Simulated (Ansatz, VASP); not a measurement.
**Two plane-wave programs on Mn3Si**

```
Mn Si
1.0
     0.00000    2.72072    2.72072
     2.72072    0.00000    2.72072
     2.72072    2.72072    0.00000
Mn Si
3 1
Direct
  0.50000 0.50000 0.50000
  0.25000 0.25000 0.25000
  0.75000 0.75000 0.75000
  0.00000 0.00000 0.00000
```

Change from the starting cell: volume scaled by 0.86, no spin polarisation, PAW files.

Alike in both runs: task single point; functional LDA; k mesh 10 × 10 × 10; occupations fermi-dirac, width 0.05 eV; no spin polarisation.

|  | VASP | Ansatz |
| --- | --- | --- |
| version | VASP 6.6.1 | Ansatz 0.2.0 |
| potentials or method | VASP PAW LDA potentials, release 64 (Mn_pv, Si) | PAW with Ansatz's default frozen-core files, scalar-relativistic |
| plane-wave cutoff (eV) | 520 | 420 |
| valence electrons in the cell | 43 | 49 |

|  | VASP | Ansatz | Ansatz less VASP |
| --- | --- | --- | --- |
| pressure (GPa) | 4.8 | 4.3 | -0.56 |

LDA's correlation is that of Perdew and Zunger in VASP and of Perdew and Wang (1992) in Ansatz. VASP's potentials hold 43 valence electrons a cell and Ansatz's 49, so a difference there can come from the potentials and not from the codes.
